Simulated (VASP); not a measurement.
# LaAgS2 (R-3m) in VASP: notebook

Runs on LaAgS2. Level: PBE. Tasks: single point.

All numbers are computed with VASP 6.6.1; they aren't measurements. Logs are shortened: lines on timing, memory, paths and dates and some standing lists are left out, and cuts for length are marked.

## Step 1: The cell of the first run

It takes space group R-3m (No. 166, trigonal). Conventional cell: a = 4.459 Å, b = 4.459 Å, c = 30.462 Å, α = 90.00°, β = 90.00°, γ = 120.00°. Within 3.5 Å of Ag (site symmetry 3m) lie 7 S at 2.65 to 3.18 Å and 3 Ag at 2.86 Å. Within 3.6 Å of La (site symmetry 3m) lie 7 S at 2.72 to 3.36 Å. S (site symmetry -3m) has 6 Ag at 2.65 Å and 2 La at 3.36 Å and 6 S at 3.58 Å within 3.6 Å. Within 3.7 Å of S (site symmetry 3m) lie 3 La at 2.72 Å and 4 Ag at 3.12 to 3.18 Å and 6 S at 3.58 to 3.65 Å. Within 4.1 Å of S (site symmetry -3m) lie 6 La at 3.09 Å and 6 S at 3.65 Å.

## Step 2: Single point, PBE (21.85 Å³/atom)

INCAR reads:

```
PREC = Accurate
ENCUT = 520
EDIFF = 1E-6
ISMEAR = 0
SIGMA = 0.01
LREAL = False
LASPH = True
NELM = 100
ALGO = Normal
ISIF = 2
LWAVE = False
LCHARG = False
GGA = PE
NBANDS = 44
```

KPOINTS reads:

```
regular mesh
0
Gamma
  6 6 6
```

POSCAR reads:

```
LaAgS2
1.0
    2.2293401446      1.2871101326     10.1540471501
   -2.2293401446      1.2871101326     10.1540471501
    0.0000000000     -2.5742202652     10.1540471501
Ag La S
2 2 4
Direct
    0.8539073340      0.8539073340      0.8539073340
    0.1460926660      0.1460926660      0.1460926660
    0.3896190939      0.3896190939      0.3896190939
    0.6103809061      0.6103809061      0.6103809061
    0.5000000000      0.5000000000      0.5000000000
    0.7514607060      0.7514607060      0.7514607060
    1.0000000000      0.0000000000      0.0000000000
    0.2485392940      0.2485392940      0.2485392940
```

Potentials or basis: VASP PAW PBE potentials, release 64 (Ag, La, S).

Run with:

```bash
> cat potpaw_PBE.64/Ag/POTCAR potpaw_PBE.64/La/POTCAR potpaw_PBE.64/S/POTCAR > POTCAR
> mpirun -np 1 vasp_std > vasp.out
```

OUTCAR:

```text
PREC = Accurate
   ENCUT = 520
   EDIFF = 1E-6
   ISMEAR = 0
   LREAL = False
   LASPH = True
   NELM = 100
   ISIF = 2
   GGA = PE

 ion  position               nearest neighbor table
   1  0.854  0.854  0.854-   5 2.65   5 2.65   5 2.65   2 2.86   2 2.86   2 2.86   6 3.12   8 3.18
                             8 3.18   8 3.18
   2  0.146  0.146  0.146-   5 2.65   5 2.65   5 2.65   1 2.86   1 2.86   1 2.86   8 3.12   6 3.18
                             6 3.18   6 3.18
   3  0.390  0.390  0.390-   6 2.72   6 2.72   6 2.72   7 3.09   7 3.09   7 3.09
   4  0.610  0.610  0.610-   8 2.72   8 2.72   8 2.72   7 3.09   7 3.09   7 3.09
   5  0.500  0.500  0.500-   2 2.65   1 2.65   2 2.65   2 2.65   1 2.65   1 2.65
   6  0.751  0.751  0.751-   3 2.72   3 2.72   3 2.72   1 3.12   2 3.18   2 3.18   2 3.18
   7  0.000  0.000  0.000-   4 3.09   3 3.09   4 3.09   4 3.09   3 3.09   3 3.09
   8  0.249  0.249  0.249-   4 2.72   4 2.72   4 2.72   2 3.12   1 3.18   1 3.18   1 3.18

  LATTYP: Found a trigonal (rhomboedric) cell.
 ALAT       =    10.4752700920
 COS(alpha) =     0.9094158508

  Lattice vectors:

 A1 = (   2.2293401446,   1.2871101326,  10.1540471501)
 A2 = (  -2.2293401446,   1.2871101326,  10.1540471501)
 A3 = (   0.0000000000,  -2.5742202652,  10.1540471501)

Analysis of symmetry for initial positions (statically):
=====================================================================
 Subroutine PRICEL returns:
 Original cell was already a primitive cell.

 Routine SETGRP: Setting up the symmetry group for a
 trigonal (rhombohedral) supercell.

 Subroutine GETGRP returns: Found 12 space group operations
 (whereof 12 operations were pure point group operations)
 out of a pool of 12 trial point group operations.

The static configuration has the point symmetry D_3d.

Analysis of symmetry for dynamics (positions and initial velocities):
=====================================================================
 Subroutine PRICEL returns:
 Original cell was already a primitive cell.

 Routine SETGRP: Setting up the symmetry group for a
 trigonal (rhombohedral) supercell.

 Subroutine GETGRP returns: Found 12 space group operations
 (whereof 12 operations were pure point group operations)
 out of a pool of 12 trial point group operations.

The dynamic configuration has the point symmetry D_3d.

 Subroutine INISYM returns: Found 12 space group operations
 (whereof 12 operations are pure point group operations),
 and found     1 'primitive' translations

----------------------------------------------------------------------------------------

                                     Primitive cell

  volume of cell :     174.8165

  direct lattice vectors                    reciprocal lattice vectors
     2.229340145  1.287110133 10.154047150     0.224281611  0.129489049  0.032827633
    -2.229340145  1.287110133 10.154047150    -0.224281611  0.129489049  0.032827633
     0.000000000 -2.574220265 10.154047150     0.000000000 -0.258978097  0.032827633

  length of vectors
    10.475270092 10.475270092 10.475270092     0.261050394  0.261050394  0.261050394

  position of ions in fractional coordinates (direct lattice)
     0.853907334  0.853907334  0.853907334
     0.146092666  0.146092666  0.146092666
     0.389619094  0.389619094  0.389619094
     0.610380906  0.610380906  0.610380906
     0.500000000  0.500000000  0.500000000
     0.751460706  0.751460706  0.751460706
     0.000000000  0.000000000  0.000000000
     0.248539294  0.248539294  0.248539294

  ion indices of the primitive-cell ions
   primitive index   ion index
                 1           1
                 2           2
                 3           3
                 4           4
                 5           5
                 6           6
                 7           7
                 8           8

----------------------------------------------------------------------------------------

 KPOINTS: regular mesh

Automatic generation of k-mesh.
 Grid dimensions read from file:
 generate k-points for:    6    6    6

 Generating k-lattice:

  Cartesian coordinates                     Fractional coordinates (reciprocal lattice)
     0.037380269  0.021581508  0.005471272     0.166666667  0.000000000 -0.000000000
    -0.037380269  0.021581508  0.005471272     0.000000000  0.166666667 -0.000000000
     0.000000000 -0.043163016  0.005471272    -0.000000000 -0.000000000  0.166666667

  Length of vectors
     0.043508399  0.043508399  0.043508399

  Shift w.r.t. Gamma in fractional coordinates (k-lattice)
     0.000000000  0.000000000  0.000000000

 Subroutine IBZKPT returns following result:
 ===========================================

 Found     32 irreducible k-points:

 Following reciprocal coordinates:
            Coordinates               Weight
  0.000000  0.000000  0.000000      1.000000
  0.166667  0.000000 -0.000000      6.000000
  0.333333 -0.000000  0.000000      6.000000
  0.500000  0.000000  0.000000      3.000000
  0.166667  0.166667  0.000000      6.000000
  0.333333  0.166667  0.000000     12.000000
[... 16 lines left out ...]
  0.500000  0.500000  0.166667      6.000000
 -0.333333  0.500000  0.166667     12.000000
 [... further k-points ...]
   k-points           NKPTS =     32   k-points in BZ     NKDIM =     32   number of bands    NBANDS=     44
   number of dos      NEDOS =    301   number of ions     NIONS =      8
   total plane-waves  NPLWV = 512000
   dimension x,y,z NGX =    80 NGY =   80 NGZ =   80
   dimension x,y,z NGXF=   160 NGYF=  160 NGZF=  160
   ions per type =               2   2   4
   NGX,Y,Z   is equivalent  to a cutoff of  12.70, 12.70, 12.70 a.u.
   NGXF,Y,Z  is equivalent  to a cutoff of  25.39, 25.39, 25.39 a.u.
 SYSTEM =  unknown system
   PREC   = accura    normal or accurate (medium, high low for compatibility)
   ISTART =      0    job   : 0-new  1-cont  2-samecut
   ICHARG =      2    charge: 1-file 2-atom 10-const
   ISPIN  =      1    spin polarized calculation?
   LNONCOLLINEAR =      F non collinear calculations
   LSORBIT =      F    spin-orbit coupling
   LASPH  =      T    aspherical Exc in radial PAW
   ENCUT  =  520.0 eV  38.22 Ry    6.18 a.u.  19.48 19.48 19.48*2*pi/ulx,y,z
   NELM   =    100;   NELMIN=  2; NELMDL= -5     # of ELM steps
   EDIFF  = 0.1E-05   stopping-criterion for ELM
   LREAL  =      F    real-space projection
   EDIFFG = 0.1E-04   stopping-criterion for IOM
   NSW    =      0    number of steps for IOM
   IBRION =     -1    ionic relax: 0-MD 1-quasi-New 2-CG
   NFREE  =      0    steps in history (QN), initial steepest desc. (CG)
   ISIF   =      2    stress and relaxation
   ISYM   =      2    0-nonsym 1-usesym 2-fastsym
   POTIM  = 0.5000    time-step for ionic-motion
   TEBEG  =    0.0;   TEEND  =   0.0 temperature during run
   PSTRESS=    0.0 pullay stress
   NELECT =      68.0000    total number of electrons
   NUPDOWN=      -1.0000    fix difference up-down
   EMIN   =  10.00;   EMAX   =-10.00  energy-range for DOS
   EFERMI =   0.00;   METHOD = LEGACY
   ISMEAR =     0;   SIGMA  =   0.01  broadening in eV -4-tet -1-fermi 0-gaus
   EFERMI_NEDOS =   21; number of points for ismear=-14 and -15
   IALGO  =     38    algorithm
   IMIX   =      4    mixing-type and parameters
     AMIX     =   0.40;   BMIX     =  1.00
     AMIX_MAG =   1.60;   BMIX_MAG =  1.00
  volume/ion in A,a.u.               =      21.85       147.47
  Fermi-wavevector in a.u.,A,eV,Ry     =   1.195043  2.258304 19.430868  1.428129
  Thomas-Fermi vector in A             =   2.331018
   LORBIT       =      0    0 simple, 1 ext, 2 COOP (PROOUT), +10 PAW based schemes
   GGA     = PE    functional components
   LHFCALC =     F    Hartree Fock is set to
   AEXX    =    0.0000 exact exchange contribution
   IVDW    =     0    specifies the selected vdW correction
   LEPSILON=     F    determine dielectric tensor
   LRPA    =     F    only Hartree local field effects (RPA)
 non-spin polarized calculation
 Gauss-broadening in eV      SIGMA  =   0.01
  energy-cutoff  :      520.00
  volume of cell :      174.82
 maximum number of plane-waves:      4736
 NGX is ok and might be reduce to    80
   NGX = 39   NGY = 39   NGZ = 39

 number of electron      67.9999995 magnetization

 Free energy of the ion-electron system (eV)
  ---------------------------------------------------
  ext. energy  EPLUGINS =         0.00000000
  ---------------------------------------------------
  free energy    TOTEN  =       -41.48535795 eV

  energy without entropy =      -41.48535795  energy(sigma->0) =      -41.48535795

 E-fermi :   7.4239     XC(G=0): -10.3479

 val. band max:        7.3728920693   @ k =   0.0000   0.0000   0.0000
 cond. band min:       8.1442113053   @ k =   0.0000   0.0000   0.0000
 fundamental gap:      0.7713192360
 Fermi energy:         7.4238677011

 k-point     1 :       0.0000    0.0000    0.0000
  band No.  band energies     occupation
      1     -25.1519      2.00000
      2     -25.1299      2.00000
      3      -9.3251      2.00000
      4      -9.0027      2.00000
      5      -8.8951      2.00000
      6      -8.8951      2.00000
[... 36 lines left out ...]
     43       9.7328      0.00000
     44       9.7470      0.00000

 k-point     2 :       0.1667    0.0000   -0.0000
  band No.  band energies     occupation
      1     -25.1443      2.00000
      2     -25.1250      2.00000
      3      -9.2638      2.00000
      4      -9.1717      2.00000
      5      -9.0880      2.00000
      6      -8.9277      2.00000
[... 36 lines left out ...]
     43       9.7708      0.00000
     44       9.7994      0.00000

 k-point     3 :       0.3333   -0.0000    0.0000
  band No.  band energies     occupation
      1     -25.1281      2.00000
      2     -25.1157      2.00000
      3      -9.5193      2.00000
      4      -9.4033      2.00000
      5      -9.1169      2.00000
      6      -8.9862      2.00000
[... 36 lines left out ...]
     43       9.8122      0.00000
     44       9.8358      0.00000

 k-point     4 :       0.5000    0.0000    0.0000
  band No.  band energies     occupation
      1     -25.1190      2.00000
      2     -25.1121      2.00000
      3      -9.6780      2.00000
      4      -9.5324      2.00000
      5      -9.0245      2.00000
      6      -9.0138      2.00000
[... 882 lines left out ...]
     43       9.7938      0.00000
     44       9.8183      0.00000

 k-point    23 :       0.5000    0.5000    0.1667
  band No.  band energies     occupation
      1     -25.1281      2.00000
      2     -25.1157      2.00000
      3      -9.5195      2.00000
      4      -9.4053      2.00000
      5      -9.1027      2.00000
      6      -8.9862      2.00000
[... 36 lines left out ...]
     43       9.7976      0.00000
     44       9.8204      0.00000

 k-point    24 :      -0.3333    0.5000    0.1667
  band No.  band energies     occupation
      1     -25.1190      2.00000
      2     -25.1120      2.00000
      3      -9.5857      2.00000
      4      -9.5011      2.00000
      5      -9.1230      2.00000
      6      -9.0156      2.00000
[... 36 lines left out ...]
     43       9.7956      0.00000
     44       9.8093      0.00000

 [... further k-points ...]

------------------------ aborting loop because EDIFF is reached ----------------------------------------

  FORCE on cell =-STRESS in cart. coord.  units (eV):
  Direction    XX          YY          ZZ          XY          YZ          ZX
  --------------------------------------------------------------------------------------
  -------------------------------------------------------------------------------------
  Total        6.0331149      6.0331149      3.3542090      0.0000000      0.0000000      0.0000000
  in kB       55.2929430     55.2929430     30.7410169      0.0000000      0.0000000      0.0000000
  external PRESSURE =      47.1089676 kB  Pullay stress =       0.0000000 kB

 VOLUME and BASIS-vectors are now :
 -----------------------------------------------------------------------------
  energy-cutoff  :      520.00
  volume of cell :      174.82
      direct lattice vectors                 reciprocal lattice vectors
     2.229340145  1.287110133 10.154047150     0.224281611  0.129489049  0.032827633
    -2.229340145  1.287110133 10.154047150    -0.224281611  0.129489049  0.032827633
     0.000000000 -2.574220265 10.154047150     0.000000000 -0.258978097  0.032827633

 POSITION                                       TOTAL-FORCE (eV/Angst)
 -----------------------------------------------------------------------------------
      0.00000      0.00000     26.01185        -0.000000     -0.000000      0.211328
      0.00000      0.00000      4.45030        -0.000000      0.000000     -0.211328
      0.00000      0.00000     11.86863        -0.000000      0.000000     -0.173202
      0.00000      0.00000     18.59351        -0.000000      0.000000      0.173202
      0.00000      0.00000     15.23107         0.000000      0.000000      0.000000
      0.00000      0.00000     22.89110        -0.000000     -0.000000      0.226356
      0.00000      0.00000      0.00000        -0.000000      0.000000      0.000000
      0.00000      0.00000      7.57104        -0.000000     -0.000000     -0.226356
 -----------------------------------------------------------------------------------
    total drift:                                0.000000     -0.000000      0.000000

  FREE ENERGIE OF THE ION-ELECTRON SYSTEM (eV)
  ---------------------------------------------------
  free  energy   TOTEN  =       -41.4853579452 eV

  energy  without entropy=      -41.4853579452  energy(sigma->0) =      -41.48535795
```

It took 24 min on 1 thread of Intel Xeon Platinum 8488C (Sapphire Rapids), shared host; peak memory 1 GiB.

Results:

- Free energy: -41.4854 eV
- Pressure: 4.7 GPa
- Largest force: 0.226 eV/Å
- Band gap on the k mesh: 0.77 eV

Forces in eV/Å, atoms in the order of the input:
```
Ag   0.000  0.000  0.211
Ag   0.000  0.000 -0.211
La   0.000  0.000 -0.173
La   0.000  0.000  0.173
S    0.000  0.000  0.000
S    0.000  0.000  0.226
S    0.000  0.000  0.000
S    0.000  0.000 -0.226
```

Caveat: the cell stands under pressure; semilocal functionals underestimate gaps, and a narrow one can read as zero; spin-orbit coupling is left out, which moves the levels of the heavy elements.

[end of part 1 of 2]
